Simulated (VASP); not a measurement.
# LiH (I4/mmm) in VASP: notebook

The runs below take LiH through single point, with LDA.

All numbers are computed with VASP 6.6.1; they aren't measurements. Logs are shortened: lines on timing, memory, paths and dates and some standing lists are left out, and cuts for length are marked.

## (1) The cell of the first run

It takes space group I4/mmm (No. 139, tetragonal). The conventional cell has a = 2.989 Å, b = 2.989 Å, c = 4.065 Å, α = 90.00°, β = 90.00°, γ = 90.00°. Li (site symmetry 4/mmm) has 6 H at 2.03 to 2.11 Å within 2.7 Å. Within 2.7 Å of H (site symmetry 4/mmm) lie 6 Li at 2.03 to 2.11 Å.

## (2) Single point, LDA (strain +0.040 along x and y, +0.000 along z)

Contents of INCAR:

```
SYSTEM = LiH
ALGO = Normal
EDIFF = 1E-7
ENCUT = 520
GGA = CA
ISIF = 2
ISMEAR = 0
LASPH = .TRUE.
LCHARG = .TRUE.
LELF = .TRUE.
LREAL = .FALSE.
LVHAR = .TRUE.
LWAVE = .FALSE.
NBANDS = 9
NELM = 100
PREC = Accurate
SIGMA = 0.05
```

Contents of KPOINTS:

```
k-points
0
G
  10 10 10
  0 0 0
```

Contents of POSCAR:

```
LiH
1.0
    0.0000000000      2.1138000000      2.0325000000
    2.1138000000      0.0000000000      2.0325000000
    2.1138000000      2.1138000000      0.0000000000
Li H
1 1
Direct
    0.0000000000      0.0000000000      0.0000000000
    0.5000000000      0.5000000000      0.5000000000
```

Potentials or basis: VASP PAW LDA potentials, release 64 (Li_sv, H).

The run is started by

```sh
$ cat potpaw_LDA.64/Li_sv/POTCAR potpaw_LDA.64/H/POTCAR > POTCAR
$ mpirun -np 1 vasp_std > vasp.out
```

OUTCAR:

```text
SYSTEM = LiH
   EDIFF = 1E-7
   ENCUT = 520
   GGA = CA
   ISIF = 2
   ISMEAR = 0
   LASPH = .TRUE.
   LREAL = .FALSE.
   NELM = 100
   PREC = Accurate

 ion  position               nearest neighbor table
   1  0.000  0.000  0.000-
   2  0.500  0.500  0.500-

  LATTYP: Found a body centered tetragonal cell.
 ALAT       =     2.9893646281
 C/A-ratio  =     1.3598207331

  Lattice vectors:

 A1 = (   0.0000000000,  -2.1138000000,  -2.0325000000)
 A2 = (   0.0000000000,   2.1138000000,  -2.0325000000)
 A3 = (   2.1138000000,   0.0000000000,   2.0325000000)

Analysis of symmetry for initial positions (statically):
=====================================================================
 Subroutine PRICEL returns:
 Original cell was already a primitive cell.

 Routine SETGRP: Setting up the symmetry group for a
 body centered tetragonal supercell.

 Subroutine GETGRP returns: Found 16 space group operations
 (whereof 16 operations were pure point group operations)
 out of a pool of 16 trial point group operations.

The static configuration has the point symmetry D_4h.

Analysis of symmetry for dynamics (positions and initial velocities):
=====================================================================
 Subroutine PRICEL returns:
 Original cell was already a primitive cell.

 Routine SETGRP: Setting up the symmetry group for a
 body centered tetragonal supercell.

 Subroutine GETGRP returns: Found 16 space group operations
 (whereof 16 operations were pure point group operations)
 out of a pool of 16 trial point group operations.

The dynamic configuration has the point symmetry D_4h.

 Subroutine INISYM returns: Found 16 space group operations
 (whereof 16 operations are pure point group operations),
 and found     1 'primitive' translations

----------------------------------------------------------------------------------------

                                     Primitive cell

  volume of cell :      18.1630

  direct lattice vectors                    reciprocal lattice vectors
     0.000000000  2.113800000  2.032500000    -0.236540827  0.236540827  0.246002460
     2.113800000  0.000000000  2.032500000     0.236540827 -0.236540827  0.246002460
     2.113800000  2.113800000  0.000000000     0.236540827  0.236540827 -0.246002460

  length of vectors
     2.932440398  2.932440398  2.989364628     0.415235278  0.415235278  0.415235278

  position of ions in fractional coordinates (direct lattice)
     0.000000000  0.000000000  0.000000000
     0.500000000  0.500000000  0.500000000

  ion indices of the primitive-cell ions
   primitive index   ion index
                 1           1
                 2           2

----------------------------------------------------------------------------------------

 KPOINTS: k-points

Automatic generation of k-mesh.
 Grid dimensions read from file:
 generate k-points for:   10   10   10

 Generating k-lattice:

  Cartesian coordinates                     Fractional coordinates (reciprocal lattice)
    -0.023654083  0.023654083  0.024600246     0.100000000  0.000000000  0.000000000
     0.023654083 -0.023654083  0.024600246     0.000000000  0.100000000  0.000000000
     0.023654083  0.023654083 -0.024600246     0.000000000  0.000000000  0.100000000

  Length of vectors
     0.041523528  0.041523528  0.041523528

  Shift w.r.t. Gamma in fractional coordinates (k-lattice)
     0.000000000  0.000000000  0.000000000

 Subroutine IBZKPT returns following result:
 ===========================================

 Found    102 irreducible k-points:

 Following reciprocal coordinates:
            Coordinates               Weight
  0.000000  0.000000  0.000000      1.000000
  0.100000  0.000000  0.000000      8.000000
  0.200000  0.000000  0.000000      8.000000
  0.300000  0.000000  0.000000      8.000000
  0.400000  0.000000  0.000000      8.000000
  0.500000  0.000000  0.000000      4.000000
[... 16 lines left out ...]
  0.300000  0.300000  0.000000      2.000000
  0.400000  0.300000  0.000000      8.000000
 [... further k-points ...]
   k-points           NKPTS =    102   k-points in BZ     NKDIM =    102   number of bands    NBANDS=      9
   number of dos      NEDOS =    301   number of ions     NIONS =      2
   total plane-waves  NPLWV =  13824
   dimension x,y,z NGX =    24 NGY =   24 NGZ =   24
   dimension x,y,z NGXF=    48 NGYF=   48 NGZF=   48
   ions per type =               1   1
   NGX,Y,Z   is equivalent  to a cutoff of  13.61, 13.61, 13.35 a.u.
   NGXF,Y,Z  is equivalent  to a cutoff of  27.21, 27.21, 26.69 a.u.
 SYSTEM =  LiH
   PREC   = accura    normal or accurate (medium, high low for compatibility)
   ISTART =      0    job   : 0-new  1-cont  2-samecut
   ICHARG =      2    charge: 1-file 2-atom 10-const
   ISPIN  =      1    spin polarized calculation?
   LNONCOLLINEAR =      F non collinear calculations
   LSORBIT =      F    spin-orbit coupling
   LASPH  =      T    aspherical Exc in radial PAW
   ENCUT  =  520.0 eV  38.22 Ry    6.18 a.u.   5.45  5.45  5.56*2*pi/ulx,y,z
   NELM   =    100;   NELMIN=  2; NELMDL= -5     # of ELM steps
   EDIFF  = 0.1E-06   stopping-criterion for ELM
   LREAL  =      F    real-space projection
   EDIFFG = 0.1E-05   stopping-criterion for IOM
   NSW    =      0    number of steps for IOM
   IBRION =     -1    ionic relax: 0-MD 1-quasi-New 2-CG
   NFREE  =      0    steps in history (QN), initial steepest desc. (CG)
   ISIF   =      2    stress and relaxation
   ISYM   =      2    0-nonsym 1-usesym 2-fastsym
   POTIM  = 0.5000    time-step for ionic-motion
   TEBEG  =    0.0;   TEEND  =   0.0 temperature during run
   PSTRESS=    0.0 pullay stress
   NELECT =       4.0000    total number of electrons
   NUPDOWN=      -1.0000    fix difference up-down
   EMIN   =  10.00;   EMAX   =-10.00  energy-range for DOS
   EFERMI =   0.00;   METHOD = LEGACY
   ISMEAR =     0;   SIGMA  =   0.05  broadening in eV -4-tet -1-fermi 0-gaus
   EFERMI_NEDOS =   21; number of points for ismear=-14 and -15
   IALGO  =     38    algorithm
   IMIX   =      4    mixing-type and parameters
     AMIX     =   0.40;   BMIX     =  1.00
     AMIX_MAG =   1.60;   BMIX_MAG =  1.00
  volume/ion in A,a.u.               =       9.08        61.29
  Fermi-wavevector in a.u.,A,eV,Ry     =   0.988626  1.868232 13.298082  0.977381
  Thomas-Fermi vector in A             =   2.120166
   LORBIT       =      0    0 simple, 1 ext, 2 COOP (PROOUT), +10 PAW based schemes
   GGA     = CA    functional components
   LHFCALC =     F    Hartree Fock is set to
   AEXX    =    0.0000 exact exchange contribution
   IVDW    =     0    specifies the selected vdW correction
   LEPSILON=     F    determine dielectric tensor
   LRPA    =     F    only Hartree local field effects (RPA)
 non-spin polarized calculation
 Gauss-broadening in eV      SIGMA  =   0.05
  energy-cutoff  :      520.00
  volume of cell :       18.16
 maximum number of plane-waves:       515
 NGX is ok and might be reduce to    24
   NGX = 11   NGY = 11   NGZ = 11

 number of electron       4.0000004 magnetization

 Free energy of the ion-electron system (eV)
  ---------------------------------------------------
  ext. energy  EPLUGINS =         0.00000000
  ---------------------------------------------------
  free energy    TOTEN  =        -6.42793917 eV

  energy without entropy =       -6.42793917  energy(sigma->0) =       -6.42793917

 E-fermi :   0.2163     XC(G=0):  -8.4169

 val. band max:       -0.1529158660   @ k =   0.5000   0.5000   0.0000
 cond. band min:       2.2051139457   @ k =   0.5000   0.0000   0.5000
 fundamental gap:      2.3580298117
 Fermi energy:         0.2162693098

 k-point     1 :       0.0000    0.0000    0.0000
  band No.  band energies     occupation
      1     -43.9245      2.00000
      2      -5.4532      2.00000
      3      14.2558      0.00000
      4      15.7038      0.00000
      5      16.0177      0.00000
      6      16.0177      0.00000
      7      20.4582      0.00000
      8      20.4582      0.00000
      9      20.6694      0.00000

 k-point     2 :       0.1000    0.0000    0.0000
  band No.  band energies     occupation
      1     -43.9213      2.00000
      2      -5.2851      2.00000
      3      12.9397      0.00000
      4      15.0475      0.00000
      5      15.5533      0.00000
      6      15.6074      0.00000
      7      19.9725      0.00000
      8      21.2074      0.00000
      9      21.2963      0.00000

 k-point     3 :       0.2000    0.0000    0.0000
  band No.  band energies     occupation
      1     -43.9129      2.00000
      2      -4.7933      2.00000
      3       9.9984      0.00000
      4      13.8861      0.00000
      5      14.9283      0.00000
      6      15.1374      0.00000
      7      20.4614      0.00000
      8      20.5813      0.00000
      9      21.7289      0.00000

 k-point     4 :       0.3000    0.0000    0.0000
  band No.  band energies     occupation
      1     -43.9027      2.00000
      2      -4.0336      2.00000
      3       7.1057      0.00000
      4      12.9330      0.00000
      5      14.4614      0.00000
      6      14.9184      0.00000
      7      18.6448      0.00000
      8      19.6779      0.00000
      9      22.1179      0.00000
[... 205 lines left out ...]
 k-point    22 :      -0.2000    0.2000    0.0000
  band No.  band energies     occupation
      1     -43.8996      2.00000
      2      -3.7349      2.00000
      3       8.5293      0.00000
      4       8.5546      0.00000
      5      14.0715      0.00000
      6      14.6790      0.00000
      7      19.7320      0.00000
      8      21.5375      0.00000
      9      23.1459      0.00000

 k-point    23 :       0.3000    0.3000    0.0000
  band No.  band energies     occupation
      1     -43.8937      2.00000
      2      -3.2785      2.00000
      3       7.9567      0.00000
      4      10.5114      0.00000
      5      10.5114      0.00000
      6      13.6957      0.00000
      7      15.2606      0.00000
      8      26.0248      0.00000
      9      27.6097      0.00000

 k-point    24 :       0.4000    0.3000    0.0000
  band No.  band energies     occupation
      1     -43.8871      2.00000
      2      -2.4148      2.00000
      3       6.1426      0.00000
      4       9.0232      0.00000
      5      10.0686      0.00000
      6      14.2557      0.00000
      7      15.2660      0.00000
      8      26.7960      0.00000
      9      26.9367      0.00000

 [... further k-points ...]
[... 5 lines left out ...]
  --------------------------------------------------------------------------------------
  -------------------------------------------------------------------------------------
  Total       -0.7260007     -0.7260007     -0.5243982      0.0000000     -0.0000000      0.0000000
  in kB      -64.0411712    -64.0411712    -46.2576360      0.0000000     -0.0000000      0.0000000
  external PRESSURE =     -58.1133261 kB  Pullay stress =       0.0000000 kB

 VOLUME and BASIS-vectors are now :
 -----------------------------------------------------------------------------
  energy-cutoff  :      520.00
  volume of cell :       18.16
      direct lattice vectors                 reciprocal lattice vectors
     0.000000000  2.113800000  2.032500000    -0.236540827  0.236540827  0.246002460
     2.113800000  0.000000000  2.032500000     0.236540827 -0.236540827  0.246002460
     2.113800000  2.113800000  0.000000000     0.236540827  0.236540827 -0.246002460

 POSITION                                       TOTAL-FORCE (eV/Angst)
 -----------------------------------------------------------------------------------
      0.00000      0.00000      0.00000         0.000000     -0.000000      0.000000
      2.11380      2.11380      2.03250         0.000000      0.000000      0.000000
 -----------------------------------------------------------------------------------
    total drift:                                0.000000     -0.000000     -0.000000

  FREE ENERGIE OF THE ION-ELECTRON SYSTEM (eV)
  ---------------------------------------------------
  free  energy   TOTEN  =        -6.4279391700 eV

  energy  without entropy=       -6.4279391700  energy(sigma->0) =       -6.42793917
```

Run time: 9.9 s. Hardware: 1 thread of Intel Xeon Platinum 8375C at 2.90GHz (Ice Lake), shared host; peak memory 0.13 GiB.

Results:

```yaml
Free_energy: -6.4279 eV
Band_gap_on_the_k_mesh: 2.36 eV, indirect (least direct gap 2.64 eV)
```

Levels at points of the mesh, in eV from the valence-band top:
```tsv
k point	band 1	band 2	band 3	band 4	band 5
(0.00, 0.00, 0.00)	-43.77	-5.30	14.41	15.86	16.17
(0.50, 0.00, 0.00)	-43.74	-2.61	4.18	12.25	14.42
(0.50, 0.50, 0.00)	-43.73	0.00	2.84	9.28	9.28
(0.50, 0.00, 0.50)	-43.73	-0.29	2.36	9.70	10.02
```

Caveat: the cell differs from its parent crystal (strain +0.040 along x and y, +0.000 along z); the cutoff is under 1.25 times the usual one of these potentials, so pressure, stress and relaxed cells hold a basis-set (Pulay) error. A k mesh can miss the band edges.

## (3) Single point, LDA (strain +0.040 along x and y, +0.080 along z)

Contents of INCAR:

```
PREC = Accurate
ENCUT = 520
EDIFF = 1E-7
ISMEAR = 0
SIGMA = 0.05
LREAL = F
LASPH = T
NELM = 100
ALGO = Normal
ISIF = 2
LWAVE = F
LCHARG = F
GGA = CA
NBANDS = 9
```

Contents of KPOINTS:

```
Automatic mesh
0
Gamma
  10 10 10
```

Contents of POSCAR:

```
LiH
1.0
    0.0000000000      2.1138000000      2.1951000000
    2.1138000000      0.0000000000      2.1951000000
    2.1138000000      2.1138000000      0.0000000000
Li H
1 1
Direct
    0.0000000000      0.0000000000      0.0000000000
    0.5000000000      0.5000000000      0.5000000000
```

Potentials or basis: VASP PAW LDA potentials, release 64 (Li_sv, H).

The run is started by

```sh
$ cat potpaw_LDA.64/Li_sv/POTCAR potpaw_LDA.64/H/POTCAR > POTCAR
$ mpirun -np 1 vasp_std > vasp.out
```

It took 8.6 s on 1 thread of Intel Xeon Platinum 8375C at 2.90GHz (Ice Lake), shared host; peak memory 0.12 GiB.

Results (log left out):

- Free energy: -6.3710 eV
- Band gap on the k mesh: 2.39 eV, indirect (least direct gap 2.66 eV)

Levels at points of the mesh, in eV from the valence-band top:
```csv
k point,band 1,band 2,band 3,band 4,band 5,band 6
"(0.00, 0.00, 0.00)",-43.77,-4.93,13.63,15.37,15.37,15.64
"(0.50, 0.00, 0.00)",-43.75,-2.32,4.12,11.75,14.03,14.55
"(0.50, 0.50, 0.00)",-43.74,-0.28,2.39,9.77,9.77,12.78
"(0.50, 0.00, 0.50)",-43.74,0.00,2.81,9.10,9.41,12.28
```

Caveat: the cell differs from its parent crystal (strain +0.040 along x and y, +0.080 along z); the cutoff is under 1.25 times the usual one of these potentials, so pressure, stress and relaxed cells hold a basis-set (Pulay) error. A k mesh can miss the band edges.

## (4) Single point, LDA (strain +0.080 along x and y, +0.040 along z)

Contents of INCAR:

```
SYSTEM = LiH
PREC = Accurate
ENCUT = 520
EDIFF = 1E-7
ISMEAR = 0
SIGMA = 0.05
LREAL = .False.
LASPH = .True.
NELM = 100
ALGO = Normal
ISIF = 2
LWAVE = .False.
LCHARG = .False.
NBANDS = 9
```

Contents of KPOINTS:

```
Automatic mesh
0
Gamma
  10 10 10
  0 0 0
```

Contents of POSCAR:

```
LiH
1.0
    0.0000000000      2.1951000000      2.1138000000
    2.1951000000      0.0000000000      2.1138000000
    2.1951000000      2.1951000000      0.0000000000
Li H
1 1
Direct
    0.0000000000      0.0000000000      0.0000000000
    0.5000000000      0.5000000000      0.5000000000
```

The run is started by

```sh
$ cat potpaw_LDA.64/Li_sv/POTCAR potpaw_LDA.64/H/POTCAR > POTCAR
$ mpirun -np 1 vasp_std > vasp.out
```

Wall time 7.9 s (1 thread of Intel Xeon Platinum 8375C at 2.90GHz (Ice Lake), shared host); peak memory 0.13 GiB.

Results (log left out):

```yaml
Free_energy: -6.3371 eV
Band_gap_on_the_k_mesh: 2.46 eV, indirect (least direct gap 2.73 eV)
```

Levels at points of the mesh, in eV from the valence-band top:
```
           k point  band 1  band 2  band 3  band 4  band 5
(0.00, 0.00, 0.00)  -43.91   -4.88   13.13   14.86   15.15
(0.50, 0.00, 0.00)  -43.89   -2.31    3.96   11.40   13.56
(0.50, 0.50, 0.00)  -43.88    0.00    2.89    8.84    8.84
(0.50, 0.00, 0.50)  -43.88   -0.26    2.46    9.21    9.51
```

Caveat: the cell differs from its parent crystal (strain +0.080 along x and y, +0.040 along z); the cutoff is under 1.25 times the usual one of these potentials, so pressure, stress and relaxed cells hold a basis-set (Pulay) error. A k mesh can miss the band edges.

## (5) The runs side by side

| cell | gap on the mesh (eV) |
| --- | --- |
| a = 2.932, b = 2.932, c = 2.989 Å, angles 59.4, 59.4, 61.3°, 2 atoms | 2.36 |
| a = 3.047, b = 3.047, c = 2.989 Å, angles 60.6, 60.6, 58.7°, 2 atoms | 2.39 |
| a = 3.047, b = 3.047, c = 3.104 Å, angles 59.4, 59.4, 61.2°, 2 atoms | 2.46 |

Alike in all rows: task single point; level LDA; potentials or basis VASP PAW LDA potentials, release 64 (Li_sv, H); no spin polarisation; k mesh 10 × 10 × 10; cutoff (eV) 520; smearing gaussian 0.05 eV.

Caveats: the cutoff is under 1.25 times the usual one of these potentials, so pressure, stress and relaxed cells hold a basis-set (Pulay) error.

Total energies depend on the potentials used, so only differences within one code and one set of settings carry meaning.
